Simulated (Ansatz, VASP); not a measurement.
CdSe: VASP beside Ansatz

```
Cd Se
1.0
     0.00000    2.90517    2.90517
     2.90517    0.00000    2.90517
     3.06728    3.06728   -0.16211
Cd Se
1 1
Direct
  0.00000 0.00000 0.00000
  0.75000 0.75000 0.75000
```

Alike in both runs: task single point; functional PBE; k mesh 10 × 10 × 10; occupations gaussian, width 0.05 eV; no spin polarisation.

```csv
,VASP,Ansatz
version,VASP 6.6.1,Ansatz 0.2.0
potentials or method,"VASP PAW PBE potentials, release 64 (Cd, Se), cutoff 520 eV","scalar-relativistic, plane waves, PAW"
valence electrons in the cell,18,36
```

|  | VASP | Ansatz | Ansatz less VASP |
| --- | --- | --- | --- |
| gap on the k mesh at the Fermi level (eV) | 0.61 | 0.61 | 0.000 |
| least direct gap on the mesh (eV) | 0.61 | 0.61 | 0.000 |
| pressure (GPa) | 7.6 | 7.2 | -0.45 |
| traceless stress, the component that is largest in VASP (GPa) | -2.84 | -2.77 | +0.065 |
| rms of the force components (eV/Å) | 0.409 | 0.393 | -0.0156 |

Atom by atom the forces differ by 0.016 eV/Å (rms over components). VASP's potentials hold 18 valence electrons a cell and Ansatz's 36, so a difference there can come from the potentials and not from the codes.
